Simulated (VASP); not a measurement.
WS2, 3 atoms in the cell. The structure is trigonal, space group R3m (No. 160). Conventional cell: a = 3.158 Å, b = 3.158 Å, c = 18.490 Å, α = 90.00°, β = 90.00°, γ = 120.00°. Within 3.2 Å of W (site symmetry 3m) lie 6 S at 2.39 to 2.42 Å and 6 W at 3.16 Å. S (site symmetry 3m) has 3 W at 2.39 Å and 7 S at 3.13 to 3.16 Å within 3.2 Å. S (site symmetry 3m) has 3 W at 2.42 Å and 7 S at 3.13 to 3.16 Å within 3.2 Å. 

| Item | Value |
| --- | --- |
| Program | VASP 6.6.1 |
| Task | single point |
| Functional | LDA |
| Potentials or basis | VASP PAW LDA potentials, release 64 (W_sv, S) |
| Cutoff | 500 eV |
| k mesh | 11 × 11 × 11 |
| Occupations | methfessel-paxton, width 0.147 eV |
| Spin | no spin polarisation |
| Dipole correction | no |
| Further INCAR settings | ALGO = Normal; EDIFF = 1e-06; NBANDS = 20 |

Potentials or basis: VASP PAW LDA potentials, release 64 (W_sv, S).

Run with:

```bash
$ cat potpaw_LDA.64/W_sv/POTCAR potpaw_LDA.64/S/POTCAR > POTCAR
$ mpirun -np 1 vasp_std > vasp.out
```

Hardware: 1 thread of Intel Xeon 8259CL (shared host).

Question: Estimate the wall time of this run.

Answer: It took 4.9 min on 1 thread of Intel Xeon 8259CL, with other jobs on the host, peak memory 0.35 GiB. Counts: scf iterations 13, k points 146.
